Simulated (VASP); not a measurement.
# Dy3Br (Fm-3m) in VASP: a series of runs, part 2 of 2

VASP 6.6.1. The steps go on from the part before.

## 4. Relaxation of cell and atoms, PBE

This run uses another cell than the first one, of 29.86 Å³/atom.

INCAR reads:

```
SYSTEM = Dy3Br
PREC     = Accurate       ! precision mode
ENCUT    = 500            ! plane-wave cutoff, eV
EDIFF    = 1E-7           ! SCF threshold, eV
ISMEAR   = 0              ! smearing method
SIGMA    = 0.1            ! smearing width, eV
LREAL    = .FALSE.        ! projectors in reciprocal space
LASPH    = .TRUE.         ! aspherical terms in the spheres
NELM     = 200            ! most SCF steps
ALGO     = Normal         ! electronic algorithm
ISIF     = 3              ! what is computed and relaxed
LWAVE    = .FALSE.        ! write WAVECAR
LCHARG   = .FALSE.        ! write CHGCAR
GGA      = PE             ! functional
IBRION   = 2              ! ionic algorithm
NSW      = 100            ! ionic steps
EDIFFG   = -0.01          ! ionic threshold
GGA_COMPAT= .FALSE.      
NELMIN   = 4            
LMAXMIX  = 6              ! l up to which the mixer works
```

KPOINTS reads:

```
regular mesh
0
G
  10 10 10
  0 0 0
```

POSCAR reads:

```
Dy3Br
1.0
    0.0000000000      3.9088694112      3.9088694112
    3.9088694112      0.0000000000      3.9088694112
    3.9088694112      3.9088694112      0.0000000000
Dy Br
3 1
Direct
    0.7500000000      0.7500000000      0.7500000000
    0.5000000000      0.5000000000      0.5000000000
    0.2500000000      0.2500000000      0.2500000000
    0.0000000000      0.0000000000      0.0000000000
```

Potentials or basis: VASP PAW PBE potentials, release 64 (Dy_3, Br), 4f in core.

Command:

```console
cat potpaw_PBE.64/Dy_3/POTCAR potpaw_PBE.64/Br/POTCAR > POTCAR
mpirun -np 1 vasp_std > vasp.out
```

OUTCAR:

```text
SYSTEM = Dy3Br
   PREC = Accurate
   ENCUT = 500
   EDIFF = 1E-7
   ISMEAR = 0
   LREAL = .FALSE.
   LASPH = .TRUE.
   NELM = 200
   ISIF = 3
   GGA = PE
   IBRION = 2
   NSW = 100
   EDIFFG = -0.01
   NELMIN = 4

 ion  position               nearest neighbor table
   1  0.750  0.750  0.750-   2 3.39   2 3.39   2 3.39   2 3.39
   2  0.500  0.500  0.500-   1 3.39   3 3.39   3 3.39   3 3.39   3 3.39   1 3.39   1 3.39   1 3.39

   3  0.250  0.250  0.250-   2 3.39   2 3.39   2 3.39   2 3.39
   4  0.000  0.000  0.000-

  LATTYP: Found a face centered cubic cell.
 ALAT       =     7.8177388224

  Lattice vectors:

 A1 = (   0.0000000000,   3.9088694112,   3.9088694112)
 A2 = (   3.9088694112,   0.0000000000,   3.9088694112)
 A3 = (   3.9088694112,   3.9088694112,   0.0000000000)

Analysis of symmetry for initial positions (statically):
=====================================================================
 Subroutine PRICEL returns:
 Original cell was already a primitive cell.

 Routine SETGRP: Setting up the symmetry group for a
 face centered cubic supercell.

 Subroutine GETGRP returns: Found 48 space group operations
 (whereof 48 operations were pure point group operations)
 out of a pool of 48 trial point group operations.

The static configuration has the point symmetry O_h .

Analysis of symmetry for dynamics (positions and initial velocities):
=====================================================================
 Subroutine PRICEL returns:
 Original cell was already a primitive cell.

 Routine SETGRP: Setting up the symmetry group for a
 face centered cubic supercell.

 Subroutine GETGRP returns: Found 48 space group operations
 (whereof 48 operations were pure point group operations)
 out of a pool of 48 trial point group operations.

The dynamic configuration has the point symmetry O_h .

 Subroutine INISYM returns: Found 48 space group operations
 (whereof 48 operations are pure point group operations),
 and found     1 'primitive' translations

----------------------------------------------------------------------------------------

                                     Primitive cell

  volume of cell :     119.4493

  direct lattice vectors                    reciprocal lattice vectors
     0.000000000  3.908869411  3.908869411    -0.127914225  0.127914225  0.127914225
     3.908869411  0.000000000  3.908869411     0.127914225 -0.127914225  0.127914225
     3.908869411  3.908869411  0.000000000     0.127914225  0.127914225 -0.127914225

  length of vectors
     5.527976135  5.527976135  5.527976135     0.221553936  0.221553936  0.221553936

  position of ions in fractional coordinates (direct lattice)
     0.750000000  0.750000000  0.750000000
     0.500000000  0.500000000  0.500000000
     0.250000000  0.250000000  0.250000000
[... 111 lines left out ...]
 conjugate gradient relaxation of ions
 non-spin polarized calculation
 Gauss-broadening in eV      SIGMA  =   0.10
  energy-cutoff  :      500.00
  volume of cell :      119.45
 maximum number of plane-waves:      3071
   NGX = 21   NGY = 21   NGZ = 21

--------------------------------------- Ionic step        1  -------------------------------------------

 number of electron      34.0000004 magnetization

 Free energy of the ion-electron system (eV)
  ---------------------------------------------------
  ext. energy  EPLUGINS =         0.00000000
  ---------------------------------------------------
  free energy    TOTEN  =       -14.82095519 eV

  energy without entropy =      -14.78639821  energy(sigma->0) =      -14.80367670

------------------------ aborting loop because EDIFF is reached ----------------------------------------

  FORCE on cell =-STRESS in cart. coord.  units (eV):
  Direction    XX          YY          ZZ          XY          YZ          ZX
  --------------------------------------------------------------------------------------
  -------------------------------------------------------------------------------------
  Total        0.1260400      0.1260400      0.1260400      0.0000000      0.0000000     -0.0000000
  in kB        1.6905792      1.6905792      1.6905792      0.0000000      0.0000000     -0.0000000
  external PRESSURE =       1.6905792 kB  Pullay stress =       0.0000000 kB

 VOLUME and BASIS-vectors are now :
 -----------------------------------------------------------------------------
  energy-cutoff  :      500.00
  volume of cell :      119.45
      direct lattice vectors                 reciprocal lattice vectors
     0.000000000  3.908869411  3.908869411    -0.127914225  0.127914225  0.127914225
     3.908869411  0.000000000  3.908869411     0.127914225 -0.127914225  0.127914225
     3.908869411  3.908869411  0.000000000     0.127914225  0.127914225 -0.127914225

 POSITION                                       TOTAL-FORCE (eV/Angst)
 -----------------------------------------------------------------------------------
      5.86330      5.86330      5.86330         0.000000      0.000000      0.000000
      3.90887      3.90887      3.90887         0.000000      0.000000      0.000000
      1.95443      1.95443      1.95443        -0.000000     -0.000000     -0.000000
      0.00000      0.00000      0.00000         0.000000      0.000000      0.000000
 -----------------------------------------------------------------------------------
    total drift:                               -0.000000      0.000000      0.000000

  FREE ENERGIE OF THE ION-ELECTRON SYSTEM (eV)
  ---------------------------------------------------
  free  energy   TOTEN  =       -14.8209551856 eV

  energy  without entropy=      -14.7863982136  energy(sigma->0) =      -14.80367670

--------------------------------------- Ionic step        2  -------------------------------------------

 number of electron      34.0000004 magnetization

 Free energy of the ion-electron system (eV)
  ---------------------------------------------------
  ext. energy  EPLUGINS =         0.00000000
  ---------------------------------------------------
  free energy    TOTEN  =       -14.82127502 eV

  energy without entropy =      -14.78653300  energy(sigma->0) =      -14.80390401

 E-fermi :   3.8532     XC(G=0):  -9.7690

 val. band max:        3.8520317550   @ k =  -0.2000   0.2000   0.0000
 cond. band min:       3.8661664471   @ k =  -0.3000   0.4000   0.2000
 fundamental gap:      0.0141346921
 Fermi energy:         3.8531511277

 k-point     1 :       0.0000    0.0000    0.0000
  band No.  band energies     occupation
      1     -20.0264      2.00000
      2     -20.0264      2.00000
      3     -20.0264      2.00000
      4     -20.0124      2.00000
      5     -20.0124      2.00000
      6     -20.0124      2.00000
[... 565 lines left out ...]
     20       4.3316      0.00000
     21       5.3212      0.00000

 [... further k-points ...]

------------------------ aborting loop because EDIFF is reached ----------------------------------------

  FORCE on cell =-STRESS in cart. coord.  units (eV):
  Direction    XX          YY          ZZ          XY          YZ          ZX
  --------------------------------------------------------------------------------------
  -------------------------------------------------------------------------------------
  Total        0.0146227      0.0146227      0.0146227      0.0000000      0.0000000     -0.0000000
  in kB        0.1952425      0.1952425      0.1952425      0.0000000      0.0000000     -0.0000000
  external PRESSURE =       0.1952425 kB  Pullay stress =       0.0000000 kB

 VOLUME and BASIS-vectors are now :
 -----------------------------------------------------------------------------
  energy-cutoff  :      500.00
  volume of cell :      119.99
      direct lattice vectors                 reciprocal lattice vectors
    -0.000000000  3.914811386  3.914811386    -0.127720074  0.127720074  0.127720074
     3.914811386 -0.000000000  3.914811386     0.127720074 -0.127720074  0.127720074
     3.914811386  3.914811386  0.000000000     0.127720074  0.127720074 -0.127720074

 POSITION                                       TOTAL-FORCE (eV/Angst)
 -----------------------------------------------------------------------------------
      5.87222      5.87222      5.87222        -0.000000     -0.000000     -0.000000
      3.91481      3.91481      3.91481         0.000000     -0.000000     -0.000000
      1.95741      1.95741      1.95741         0.000000      0.000000      0.000000
      0.00000      0.00000      0.00000         0.000000     -0.000000     -0.000000
 -----------------------------------------------------------------------------------
    total drift:                               -0.000000      0.000000      0.000000

  FREE ENERGIE OF THE ION-ELECTRON SYSTEM (eV)
  ---------------------------------------------------
  free  energy   TOTEN  =       -14.8212750232 eV

  energy  without entropy=      -14.7865329964  energy(sigma->0) =      -14.80390401

 reached required accuracy - stopping structural energy minimisation
```

Run time: 1.8 min. Hardware: 1 thread of Intel Xeon 6975P-C (Granite Rapids), shared host; peak memory 0.31 GiB.

What came out:

* Free energy: -14.8213 eV
* Relaxed volume: 30.00 Å³/atom
* Relaxed cell: a = 5.536 Å, b = 5.536 Å, c = 5.536 Å, α = 60.00°, β = 60.00°, γ = 60.00°
* Space group after relaxing (to 0.1 Å): Fm-3m (No. 225)
* Energy gained by relaxing: 0.1 meV/atom
* Ionic steps: 2
* Pressure after relaxing: 0.0 GPa
* Band gap on the k mesh: zero (bands 17 and 18 overlap by 0.56 eV)

Step by step:
| step | energy change (eV) | largest force (eV/Å) | pressure (GPa) | volume (Å³) |
| --- | --- | --- | --- | --- |
| 1 | 0.0000 | 0.0000 | 0.17 | 119.45 |
| 2 | -0.0003 | 0.0000 | 0.02 | 119.99 |

Final structure:
```cif
data_structure
_symmetry_space_group_name_H-M 'P 1'
_symmetry_Int_Tables_number 1
_cell_length_a 5.5364
_cell_length_b 5.5364
_cell_length_c 5.5364
_cell_angle_alpha 60.000
_cell_angle_beta 60.000
_cell_angle_gamma 60.000
_cell_volume 119.99
loop_
_atom_site_label
_atom_site_type_symbol
_atom_site_fract_x
_atom_site_fract_y
_atom_site_fract_z
_atom_site_occupancy
Dy1 Dy 0.75000 0.75000 0.75000 1
Dy2 Dy 0.50000 0.50000 0.50000 1
Dy3 Dy 0.25000 0.25000 0.25000 1
Br1 Br 0.00000 0.00000 0.00000 1
```

Levels at points of the mesh, in eV from the Fermi level:
```csv
k point,band 15,band 16,band 17,band 18,band 19,band 20
"(0.00, 0.00, 0.00)",-1.38,-1.38,0.30,0.30,0.30,1.47
"(0.50, 0.00, 0.00)",-1.06,-0.13,-0.13,-0.07,0.24,0.24
"(0.50, 0.50, 0.00)",-1.99,-0.03,0.10,0.21,0.21,0.27
```

Caveat: spin-orbit coupling is left out, which moves the levels of the heavy elements; the 4f electrons are frozen in the core, so they carry no moment and show no levels; the run has no spin polarisation, though such a crystal can be magnetic.

## 5. Relaxation of cell and atoms, PBE

INCAR reads:

```
SYSTEM = Dy3Br
PREC = Accurate
ENCUT = 500
EDIFF = 1E-7
ISMEAR = 0
SIGMA = 0.1
LREAL = .FALSE.
LASPH = .TRUE.
NELM = 200
ALGO = Normal
ISIF = 3
LWAVE = .FALSE.
LCHARG = .FALSE.
GGA = PE
IBRION = 2
NSW = 100
EDIFFG = -0.01
GGA_COMPAT = .FALSE.
NELMIN = 4
LMAXMIX = 6
```

KPOINTS is that of step 4.

POSCAR reads:

```
Dy3Br
1.0
    0.0000000000      4.0099291000      4.0099291000
    4.0099291000      0.0000000000      4.0099291000
    4.0099291000      4.0099291000      0.0000000000
Dy Br
3 1
Direct
    0.7500000000      0.7500000000      0.7500000000
    0.5000000000      0.5000000000      0.5000000000
    0.2500000000      0.2500000000      0.2500000000
    0.0000000000      0.0000000000      0.0000000000
```

Command:

```console
cat potpaw_PBE.64/Dy_3/POTCAR potpaw_PBE.64/Br/POTCAR > POTCAR
mpirun -np 1 vasp_std > vasp.out
```

Run time: 3.1 min. Hardware: 1 thread of Intel Xeon 6975P-C (Granite Rapids), shared host; peak memory 0.33 GiB.

It converged, with:

| Item | Value |
| --- | --- |
| Free energy | -14.8216 eV |
| Relaxed volume | 30.03 Å³/atom |
| Relaxed cell | a = 5.538 Å, b = 5.538 Å, c = 5.538 Å, α = 60.00°, β = 60.00°, γ = 60.00° |
| Space group after relaxing (to 0.1 Å) | Fm-3m (No. 225) |
| Energy gained by relaxing | 15.0 meV/atom |
| Ionic steps | 3 |
| Pressure after relaxing | 0.0 GPa |
| Band gap on the k mesh | zero (bands 17 and 18 overlap by 0.56 eV) |

Step by step:
| step | energy change (eV) | largest force (eV/Å) | pressure (GPa) | volume (Å³) |
| --- | --- | --- | --- | --- |
| 1 | 0.0000 | 0.0000 | -2.04 | 128.96 |
| 2 | -0.0583 | 0.0000 | -0.36 | 121.43 |
| 3 | -0.0599 | 0.0000 | -0.01 | 120.11 |

Final structure:
```cif
data_structure
_symmetry_space_group_name_H-M 'P 1'
_symmetry_Int_Tables_number 1
_cell_length_a 5.5381
_cell_length_b 5.5381
_cell_length_c 5.5381
_cell_angle_alpha 60.000
_cell_angle_beta 60.000
_cell_angle_gamma 60.000
_cell_volume 120.11
loop_
_atom_site_label
_atom_site_type_symbol
_atom_site_fract_x
_atom_site_fract_y
_atom_site_fract_z
_atom_site_occupancy
Dy1 Dy 0.75000 0.75000 0.75000 1
Dy2 Dy 0.50000 0.50000 0.50000 1
Dy3 Dy 0.25000 0.25000 0.25000 1
Br1 Br 0.00000 0.00000 0.00000 1
```

Levels at points of the mesh, in eV from the Fermi level:
| k point | band 14 | band 15 | band 16 | band 17 | band 18 | band 19 | band 20 | band 21 |
| --- | --- | --- | --- | --- | --- | --- | --- | --- |
| (0.00, 0.00, 0.00) | -3.97 | -1.37 | -1.37 | 0.30 | 0.30 | 0.30 | 1.47 | 1.47 |
| (0.50, 0.00, 0.00) | -1.10 | -1.06 | -0.13 | -0.13 | -0.07 | 0.24 | 0.24 | 1.29 |
| (0.50, 0.50, 0.00) | -2.04 | -1.99 | -0.03 | 0.10 | 0.21 | 0.21 | 0.27 | 1.31 |

Caveat: spin-orbit coupling is left out, which moves the levels of the heavy elements; the 4f electrons are frozen in the core, so they carry no moment and show no levels; the run has no spin polarisation, though such a crystal can be magnetic. Spin polarisation is off, so any magnetic state and its effect on volume and gap are missing.

## 6. The runs side by side

| task | cell | k mesh | gap on the mesh (eV) | pressure (GPa) | relaxed volume (Å³/atom) |
| --- | --- | --- | --- | --- | --- |
| single point | a = 5.671 Å, angles 60.0°, 4 atoms | 4 × 4 × 4 | none | -2.2 | - |
| single point | a = 5.528 Å, angles 60.0°, 4 atoms | 10 × 10 × 10 | none | 0.2 | - |
| relaxation of cell and atoms | relaxed from a = 5.528 Å, angles 60.0°, 4 atoms | 10 × 10 × 10 | none | 0.0 | 30.00 |
| relaxation of cell and atoms | relaxed from a = 5.671 Å, angles 60.0°, 4 atoms | 10 × 10 × 10 | none | 0.0 | 30.03 |

Alike in all rows: level PBE; potentials or basis VASP PAW PBE potentials, release 64 (Dy_3, Br), 4f in core; no spin polarisation; cutoff (eV) 500; smearing gaussian 0.1 eV.

Caveats: spin-orbit coupling is left out, which moves the levels of the heavy elements; the 4f electrons are frozen in the core, so they carry no moment and show no levels; the run has no spin polarisation, though such a crystal can be magnetic.

Total energies depend on the potentials used, so only differences within one code and one set of settings carry meaning.

The gap in the log of VASP goes by the Fermi energy; the results here count the filled bands.